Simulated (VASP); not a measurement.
# Rh (I4/mmm) in VASP: further runs

Rh is run at these levels: PBEsol; tasks: single point.

Program: VASP 6.6.1. These are calculated values, not measurements. Logs are shortened: lines on timing, memory, paths and dates and some standing lists are left out, and cuts for length are marked.

## Step 1: The cell of the first run

Symmetry: I4/mmm, No. 139, tetragonal system. The conventional cell has a = 2.689 Å, b = 2.689 Å, c = 3.727 Å, α = 90.00°, β = 90.00°, γ = 90.00°. Within 3.5 Å of Rh (site symmetry 4/mmm) lie 12 Rh at 2.66 to 2.69 Å.

## Step 2: Single point, PBEsol (strain -0.0200 x Voigt [0, 1, 0, 0, 0, 0])

INCAR

```
PREC = Accurate
ENCUT = 520
EDIFF = 1E-6
ISMEAR = 0
SIGMA = 0.15
LREAL = F
LASPH = T
NELM = 80
ALGO = Fast
ISIF = 2
LWAVE = F
LCHARG = F
GGA = PS
NBANDS = 14
```

KPOINTS

```
Automatic mesh
0
Gamma
  22 22 22
```

POSCAR

```
Rh
1.0
    0.0000000000      1.8635190000      1.9015500000
    1.9015500000      0.0000000000      1.9015500000
    1.9015500000      1.8635190000      0.0000000000
Rh
1
Direct
    0.0000000000      0.0000000000      0.0000000000
```

Potentials or basis: VASP PAW PBE potentials, release 64 (Rh_pv).

The run is started by

```
> cat potpaw_PBE.64/Rh_pv/POTCAR > POTCAR
> mpirun -np 1 vasp_std > vasp.out
```

OUTCAR:

```text
PREC = Accurate
   ENCUT = 520
   EDIFF = 1E-6
   ISMEAR = 0
   LREAL = F
   LASPH = T
   NELM = 80
   ISIF = 2
   GGA = PS

 ion  position               nearest neighbor table
   1  0.000  0.000  0.000-

  LATTYP: Found a body centered tetragonal cell.
 ALAT       =     2.6891977995
 C/A-ratio  =     1.3859292911

  Lattice vectors:

 A1 = (   0.0000000000,  -1.8635190000,   1.9015500000)
 A2 = (   0.0000000000,  -1.8635190000,  -1.9015500000)
 A3 = (   1.9015500000,   1.8635190000,   0.0000000000)

Analysis of symmetry for initial positions (statically):
=====================================================================
 Subroutine PRICEL returns:
 Original cell was already a primitive cell.

 Routine SETGRP: Setting up the symmetry group for a
 body centered tetragonal supercell.

 Subroutine GETGRP returns: Found 16 space group operations
 (whereof 16 operations were pure point group operations)
 out of a pool of 16 trial point group operations.

The static configuration has the point symmetry D_4h.

Analysis of symmetry for dynamics (positions and initial velocities):
=====================================================================
 Subroutine PRICEL returns:
 Original cell was already a primitive cell.

 Routine SETGRP: Setting up the symmetry group for a
 body centered tetragonal supercell.

 Subroutine GETGRP returns: Found 16 space group operations
 (whereof 16 operations were pure point group operations)
 out of a pool of 16 trial point group operations.

The dynamic configuration has the point symmetry D_4h.

 Subroutine INISYM returns: Found 16 space group operations
 (whereof 16 operations are pure point group operations),
 and found     1 'primitive' translations

----------------------------------------------------------------------------------------

                                     Primitive cell

  volume of cell :      13.4766

  direct lattice vectors                    reciprocal lattice vectors
     0.000000000  1.863519000  1.901550000    -0.262943388  0.268309580  0.262943388
     1.901550000  0.000000000  1.901550000     0.262943388 -0.268309580  0.262943388
     1.901550000  1.863519000  0.000000000     0.262943388  0.268309580 -0.262943388

  length of vectors
     2.662441636  2.689197800  2.662441636     0.458550413  0.458550413  0.458550413

  position of ions in fractional coordinates (direct lattice)
     0.000000000  0.000000000  0.000000000

  ion indices of the primitive-cell ions
   primitive index   ion index
                 1           1

----------------------------------------------------------------------------------------

 KPOINTS: Automatic mesh

Automatic generation of k-mesh.
 Grid dimensions read from file:
 generate k-points for:   22   22   22

 Generating k-lattice:

  Cartesian coordinates                     Fractional coordinates (reciprocal lattice)
    -0.011951972  0.012195890  0.011951972     0.045454545  0.000000000 -0.000000000
     0.011951972 -0.012195890  0.011951972     0.000000000  0.045454545  0.000000000
     0.011951972  0.012195890 -0.011951972    -0.000000000  0.000000000  0.045454545

  Length of vectors
     0.020843201  0.020843201  0.020843201

  Shift w.r.t. Gamma in fractional coordinates (k-lattice)
     0.000000000  0.000000000  0.000000000

 Subroutine IBZKPT returns following result:
 ===========================================

 Found    834 irreducible k-points:

 Following reciprocal coordinates:
            Coordinates               Weight
  0.000000  0.000000  0.000000      1.000000
  0.045455  0.000000 -0.000000      8.000000
  0.090909  0.000000 -0.000000      8.000000
  0.136364  0.000000  0.000000      8.000000
  0.181818  0.000000  0.000000      8.000000
  0.227273  0.000000  0.000000      8.000000
[... 16 lines left out ...]
  0.500000  0.045455  0.000000     16.000000
 -0.454545  0.045455 -0.000000     16.000000
 [... further k-points ...]
   k-points           NKPTS =    834   k-points in BZ     NKDIM =    834   number of bands    NBANDS=     14
   number of dos      NEDOS =    301   number of ions     NIONS =      1
   total plane-waves  NPLWV =   8000
   dimension x,y,z NGX =    20 NGY =   20 NGZ =   20
   dimension x,y,z NGXF=    40 NGYF=   40 NGZF=   40
   ions per type =               1
   NGX,Y,Z   is equivalent  to a cutoff of  12.49, 12.36, 12.49 a.u.
   NGXF,Y,Z  is equivalent  to a cutoff of  24.98, 24.73, 24.98 a.u.
 SYSTEM =  unknown system
   PREC   = accura    normal or accurate (medium, high low for compatibility)
   ISTART =      0    job   : 0-new  1-cont  2-samecut
   ICHARG =      2    charge: 1-file 2-atom 10-const
   ISPIN  =      1    spin polarized calculation?
   LNONCOLLINEAR =      F non collinear calculations
   LSORBIT =      F    spin-orbit coupling
   LASPH  =      T    aspherical Exc in radial PAW
   ENCUT  =  520.0 eV  38.22 Ry    6.18 a.u.   4.95  5.00  4.95*2*pi/ulx,y,z
   NELM   =     80;   NELMIN=  2; NELMDL= -5     # of ELM steps
   EDIFF  = 0.1E-05   stopping-criterion for ELM
   LREAL  =      F    real-space projection
   EDIFFG = 0.1E-04   stopping-criterion for IOM
   NSW    =      0    number of steps for IOM
   IBRION =     -1    ionic relax: 0-MD 1-quasi-New 2-CG
   NFREE  =      0    steps in history (QN), initial steepest desc. (CG)
   ISIF   =      2    stress and relaxation
   ISYM   =      2    0-nonsym 1-usesym 2-fastsym
   POTIM  = 0.5000    time-step for ionic-motion
   TEBEG  =    0.0;   TEEND  =   0.0 temperature during run
   PSTRESS=    0.0 pullay stress
   NELECT =      15.0000    total number of electrons
   NUPDOWN=      -1.0000    fix difference up-down
   EMIN   =  10.00;   EMAX   =-10.00  energy-range for DOS
   EFERMI =   0.00;   METHOD = LEGACY
   ISMEAR =     0;   SIGMA  =   0.15  broadening in eV -4-tet -1-fermi 0-gaus
   EFERMI_NEDOS =   21; number of points for ismear=-14 and -15
   IALGO  =     68    algorithm
   IMIX   =      4    mixing-type and parameters
     AMIX     =   0.40;   BMIX     =  1.00
     AMIX_MAG =   1.60;   BMIX_MAG =  1.00
  volume/ion in A,a.u.               =      13.48        90.94
  Fermi-wavevector in a.u.,A,eV,Ry     =   1.696597  3.206104 39.163594  2.878443
  Thomas-Fermi vector in A             =   2.777431
   LORBIT       =      0    0 simple, 1 ext, 2 COOP (PROOUT), +10 PAW based schemes
   GGA     = PS    functional components
   LHFCALC =     F    Hartree Fock is set to
   AEXX    =    0.0000 exact exchange contribution
   IVDW    =     0    specifies the selected vdW correction
   LEPSILON=     F    determine dielectric tensor
   LRPA    =     F    only Hartree local field effects (RPA)
 non-spin polarized calculation
 RMM-DIIS sequential band-by-band and
 Gauss-broadening in eV      SIGMA  =   0.15
  energy-cutoff  :      520.00
  volume of cell :       13.48
 maximum number of plane-waves:       378
   NGX =  9   NGY =  9   NGZ =  9

 number of electron      15.0000006 magnetization

 Free energy of the ion-electron system (eV)
  ---------------------------------------------------
  ext. energy  EPLUGINS =         0.00000000
  ---------------------------------------------------
  free energy    TOTEN  =        -8.14225698 eV

  energy without entropy =       -8.12777546  energy(sigma->0) =       -8.13501622

 E-fermi :  12.1227     XC(G=0): -14.3474

 val. band max:       12.1217391806   @ k =   0.3636  -0.3636   0.2727
 cond. band min:      12.1237178492   @ k =   0.3636   0.5000   0.1364
 fundamental gap:      0.0019786686
 Fermi energy:        12.1227430473

 k-point     1 :       0.0000    0.0000    0.0000
  band No.  band energies     occupation
      1     -34.2470      2.00000
      2     -34.2470      2.00000
      3     -34.2350      2.00000
      4       3.9227      2.00000
      5       8.8616      2.00000
      6       8.8616      2.00000
      7       9.0823      2.00000
      8      10.9749      2.00000
      9      11.2450      2.00000
     10      28.0504      0.00000
     11      32.4350      0.00000
     12      33.3931      0.00000
     13      33.3931      0.00000
     14      34.0487      0.00000

 k-point     2 :       0.0455    0.0000   -0.0000
  band No.  band energies     occupation
      1     -34.2610      2.00000
      2     -34.2495      2.00000
      3     -34.2396      2.00000
      4       4.0082      2.00000
      5       8.8442      2.00000
      6       8.8957      2.00000
      7       9.0942      2.00000
      8      10.9575      2.00000
      9      11.2227      2.00000
     10      28.1782      0.00000
     11      32.4335      0.00000
     12      33.0385      0.00000
     13      33.5195      0.00000
     14      34.0386      0.00000

 k-point     3 :       0.0909    0.0000   -0.0000
  band No.  band energies     occupation
      1     -34.3082      2.00000
      2     -34.2567      2.00000
      3     -34.2465      2.00000
      4       4.2576      2.00000
      5       8.7672      2.00000
      6       8.9889      2.00000
      7       9.1600      2.00000
      8      10.9164      2.00000
      9      11.1663      2.00000
     10      28.5356      0.00000
     11      31.9894      0.00000
     12      32.4418      0.00000
     13      33.8910      0.00000
     14      34.3445      0.00000
[... 324 lines left out ...]
 k-point    23 :       0.5000    0.0455    0.0000
  band No.  band energies     occupation
      1     -35.0254      2.00000
      2     -34.3754      2.00000
      3     -34.3417      2.00000
      4       5.8553      2.00000
      5       8.7061      2.00000
      6       9.0130      2.00000
      7      11.8556      1.98823
      8      12.7024      0.00000
      9      13.6478      0.00000
     10      20.9561      0.00000
     11      27.6652      0.00000
     12      32.4364      0.00000
     13      33.1798      0.00000
     14      33.5659      0.00000

 k-point    24 :      -0.4545    0.0455   -0.0000
  band No.  band energies     occupation
      1     -35.0207      2.00000
      2     -34.3766      2.00000
      3     -34.3390      2.00000
      4       5.8625      2.00000
      5       8.7202      2.00000
      6       9.0156      2.00000
      7      11.8256      1.99491
      8      12.6051      0.00001
      9      13.6177      0.00000
     10      21.0904      0.00000
     11      27.6953      0.00000
     12      32.4363      0.00000
     13      33.0868      0.00000
     14      33.7919      0.00000

 [... further k-points ...]

------------------------ aborting loop because EDIFF is reached ----------------------------------------

  FORCE on cell =-STRESS in cart. coord.  units (eV):
  Direction    XX          YY          ZZ          XY          YZ          ZX
  --------------------------------------------------------------------------------------
  -------------------------------------------------------------------------------------
  Total       -0.0878188      0.3488215     -0.0878188      0.0000000      0.0000000      0.0000000
  in kB      -10.4404403     41.4700466    -10.4404403      0.0000000      0.0000000      0.0000000
  external PRESSURE =       6.8630553 kB  Pullay stress =       0.0000000 kB

 VOLUME and BASIS-vectors are now :
 -----------------------------------------------------------------------------
  energy-cutoff  :      520.00
  volume of cell :       13.48
      direct lattice vectors                 reciprocal lattice vectors
     0.000000000  1.863519000  1.901550000    -0.262943388  0.268309580  0.262943388
     1.901550000  0.000000000  1.901550000     0.262943388 -0.268309580  0.262943388
     1.901550000  1.863519000  0.000000000     0.262943388  0.268309580 -0.262943388

 POSITION                                       TOTAL-FORCE (eV/Angst)
 -----------------------------------------------------------------------------------
      0.00000      0.00000      0.00000         0.000000      0.000000     -0.000000
 -----------------------------------------------------------------------------------
    total drift:                                0.000000      0.000000      0.000000

  FREE ENERGIE OF THE ION-ELECTRON SYSTEM (eV)
  ---------------------------------------------------
  free  energy   TOTEN  =        -8.1422569754 eV

  energy  without entropy=       -8.1277754564  energy(sigma->0) =       -8.13501622
```

It took 2 min on 1 thread of Intel Xeon 8259CL, shared host; peak memory 0.25 GiB.

Results:

```yaml
Free_energy: -8.1423 eV
Pressure: 0.7 GPa
Band_gap_on_the_k_mesh: zero (an odd number of electrons rules out a gap without spin polarisation)
```

Stress tensor (GPa, compression positive):
```
-1.04  0.00  0.00
 0.00  4.15  0.00
 0.00  0.00 -1.04
```

Levels at points of the mesh, in eV from the Fermi level:
```
           k point  band 4  band 5  band 6  band 7  band 8  band 9  band 10  band 11
(0.00, 0.00, 0.00)   -8.20   -3.26   -3.26   -3.04   -1.15   -0.88    15.93    20.31
(0.50, 0.00, 0.00)   -6.33   -3.38   -3.15    0.55    0.63    0.66     8.80    15.42
(0.50, 0.50, 0.00)   -6.53   -6.15    0.59    0.93    1.12    3.06    12.30    13.36
(0.50, 0.00, 0.50)   -6.54   -6.17    0.57    1.04    1.04    3.50    12.87    13.10
```

Caveat: the cell differs from its parent crystal (strain -0.0200 x Voigt [0, 1, 0, 0, 0, 0]); the stress differs along the axes, from -1 to 4 GPa; the PAW data sets were made with another functional, which shifts forces and pressure a little.

## Step 3: Single point, PBEsol (strain -0.0150 x Voigt [0, 1, 0, 0, 0, 0])

INCAR

```
  ALGO = Fast
  EDIFF = 1E-6
  ENCUT = 520
  GGA = PS
  ISIF = 2
  ISMEAR = 0
  LASPH = T
  LCHARG = F
  LREAL = F
  LWAVE = F
  NBANDS = 14
  NELM = 100
  PREC = Accurate
  SIGMA = 0.15
```

KPOINTS

```
k-points
0
Gamma
  22 22 22
```

POSCAR

```
Rh
1.0
    0.0000000000      1.8730267500      1.9015500000
    1.9015500000      0.0000000000      1.9015500000
    1.9015500000      1.8730267500      0.0000000000
Rh
1
Direct
    0.0000000000      0.0000000000      0.0000000000
```

Potentials or basis: VASP PAW PBE potentials, release 64 (Rh_pv).

The run is started by

```
> cat potpaw_PBE.64/Rh_pv/POTCAR > POTCAR
> mpirun -np 1 vasp_std > vasp.out
```

Run time: 1.8 min. Hardware: 1 thread of Intel Xeon 8259CL, shared host; peak memory 0.25 GiB.

The run converged. Its results:

```yaml
Free_energy: -8.1435 eV
Pressure: -0.8 GPa
Band_gap_on_the_k_mesh: zero (an odd number of electrons rules out a gap without spin polarisation)
```

Stress tensor (GPa, compression positive):
```
-2.12  0.00  0.00
 0.00  1.73  0.00
 0.00  0.00 -2.12
```

Levels at points of the mesh, in eV from the Fermi level:
```tsv
k point	band 4	band 5	band 6	band 7	band 8	band 9	band 10	band 11
(0.00, 0.00, 0.00)	-8.16	-3.22	-3.22	-3.05	-1.10	-0.90	15.93	20.33
(0.50, 0.00, 0.00)	-6.29	-3.33	-3.15	0.55	0.64	0.64	8.75	15.43
(0.50, 0.50, 0.00)	-6.48	-6.10	0.58	0.95	1.09	3.09	12.28	13.33
(0.50, 0.00, 0.50)	-6.49	-6.12	0.57	1.03	1.03	3.42	12.71	13.14
```

Caveat: the cell differs from its parent crystal (strain -0.0150 x Voigt [0, 1, 0, 0, 0, 0]); the PAW data sets were made with another functional, which shifts forces and pressure a little.

## Step 4: Single point, PBEsol (strain -0.0100 x Voigt [0, 1, 0, 0, 0, 0])

INCAR

```
SYSTEM = Rh
ALGO = Fast ; EDIFF = 1E-6
ENCUT = 520 ; GGA = PS
ISIF = 2 ; ISMEAR = 0
LASPH = .TRUE. ; LCHARG = .FALSE.
LREAL = .FALSE. ; LWAVE = .FALSE.
NBANDS = 14 ; NELM = 80
PREC = Accurate ; SIGMA = 0.15
```

KPOINTS

```
k-points
0
G
  22 22 22
  0 0 0
```

POSCAR

```
Rh
1.0
    0.0000000000      1.8825345000      1.9015500000
    1.9015500000      0.0000000000      1.9015500000
    1.9015500000      1.8825345000      0.0000000000
Rh
1
Direct
    0.0000000000      0.0000000000      0.0000000000
```

The run is started by

```
> cat potpaw_PBE.64/Rh_pv/POTCAR > POTCAR
> mpirun -np 1 vasp_std > vasp.out
```

It took 1.9 min on 1 thread of Intel Xeon 8259CL, shared host; peak memory 0.25 GiB.

Results (log left out):

| Item | Value |
| --- | --- |
| Free energy | -8.1438 eV |
| Pressure | -2.3 GPa |
| Band gap on the k mesh | zero (an odd number of electrons rules out a gap without spin polarisation) |

Stress tensor (GPa, compression positive):
```
-3.15  0.00  0.00
 0.00 -0.62  0.00
 0.00  0.00 -3.15
```

Levels at points of the mesh, in eV from the Fermi level:
| k point | band 3 | band 4 | band 5 | band 6 | band 7 | band 8 | band 9 | band 10 | band 11 | band 12 |
| --- | --- | --- | --- | --- | --- | --- | --- | --- | --- | --- |
| (0.00, 0.00, 0.00) | -46.35 | -8.12 | -3.18 | -3.18 | -3.07 | -1.06 | -0.93 | 15.93 | 20.34 | 21.33 |
| (0.50, 0.00, 0.00) | -46.45 | -6.25 | -3.27 | -3.16 | 0.56 | 0.62 | 0.64 | 8.69 | 15.44 | 20.34 |
| (0.50, 0.50, 0.00) | -46.62 | -6.44 | -6.06 | 0.57 | 0.96 | 1.06 | 3.12 | 12.26 | 13.30 | 13.41 |
| (0.50, 0.00, 0.50) | -46.64 | -6.44 | -6.07 | 0.57 | 1.02 | 1.02 | 3.34 | 12.54 | 13.17 | 13.17 |

Caveat: the cell differs from its parent crystal (strain -0.0100 x Voigt [0, 1, 0, 0, 0, 0]); the PAW data sets were made with another functional, which shifts forces and pressure a little.

## Step 5: Single point, PBEsol (strain -0.0050 x Voigt [0, 1, 0, 0, 0, 0])

INCAR

```
SYSTEM = Rh
  PREC = Accurate
  ENCUT = 520
  EDIFF = 1E-7
  ISMEAR = 0
  SIGMA = 0.15
  LREAL = .FALSE.
  LASPH = .TRUE.
  NELM = 60
  ALGO = Fast
  ISIF = 2
  LWAVE = .FALSE.
  LCHARG = .FALSE.
  GGA = PS
  NBANDS = 14
```

KPOINTS

```
Automatic mesh
0
G
  22 22 22
  0 0 0
```

POSCAR

```
Rh
1.0
    0.0000000000      1.8920422500      1.9015500000
    1.9015500000      0.0000000000      1.9015500000
    1.9015500000      1.8920422500      0.0000000000
Rh
1
Direct
    0.0000000000      0.0000000000      0.0000000000
```

The run is started by

```
> cat potpaw_PBE.64/Rh_pv/POTCAR > POTCAR
> mpirun -np 1 vasp_std > vasp.out
```

Wall time 2.1 min (1 thread of Intel Xeon 8259CL, shared host); peak memory 0.25 GiB.

The run converged. Its results:

```
Free energy            : -8.1431 eV
Pressure               : -3.8 GPa
Band gap on the k mesh : zero (an odd number of electrons rules out a gap without spin polarisation)
```

Stress tensor (GPa, compression positive):
```
-4.20  0.00  0.00
 0.00 -2.95  0.00
 0.00  0.00 -4.20
```

Levels at points of the mesh, in eV from the Fermi level:
| k point | band 5 | band 6 | band 7 | band 8 | band 9 | band 10 |
| --- | --- | --- | --- | --- | --- | --- |
| (0.00, 0.00, 0.00) | -3.13 | -3.13 | -3.08 | -1.02 | -0.95 | 15.93 |
| (0.50, 0.00, 0.00) | -3.22 | -3.16 | 0.57 | 0.60 | 0.65 | 8.64 |
| (0.50, 0.50, 0.00) | -6.02 | 0.57 | 0.98 | 1.03 | 3.15 | 12.24 |
| (0.50, 0.00, 0.50) | -6.02 | 0.56 | 1.01 | 1.01 | 3.26 | 12.38 |

Caveat: the cell differs from its parent crystal (strain -0.0050 x Voigt [0, 1, 0, 0, 0, 0]); the cell stands under tension; the PAW data sets were made with another functional, which shifts forces and pressure a little.

## Step 6: The runs side by side

```csv
cell,further INCAR settings,gap on the mesh (eV),pressure (GPa)
"a = 2.662, b = 2.689 Å, angles 59.7, 60.7, 59.7°, 1 atom",ALGO = Fast; EDIFF = 1e-06; NBANDS = 14,none,0.7
"a = 2.669, b = 2.689 Å, angles 59.8, 60.5, 59.8°, 1 atom",ALGO = Fast; EDIFF = 1e-06; NBANDS = 14,none,-0.8
"a = 2.676, b = 2.689 Å, angles 59.8, 60.3, 59.8°, 1 atom",ALGO = Fast; EDIFF = 1e-06; NBANDS = 14,none,-2.3
"a = 2.682, b = 2.689 Å, angles 59.9, 60.2, 59.9°, 1 atom",ALGO = Fast; EDIFF = 1e-07; NBANDS = 14,none,-3.8
```

Alike in all rows: task single point; level PBEsol; potentials or basis VASP PAW PBE potentials, release 64 (Rh_pv); no spin polarisation; k mesh 22 × 22 × 22; cutoff (eV) 520; smearing gaussian 0.15 eV.

Caveats: the PAW data sets were made with another functional, which shifts forces and pressure a little; the stress differs along the axes, from -1 to 4 GPa (at least some runs); the cell stands under tension (at least some runs).

Absolute energies hang on the potentials; compare differences alone.
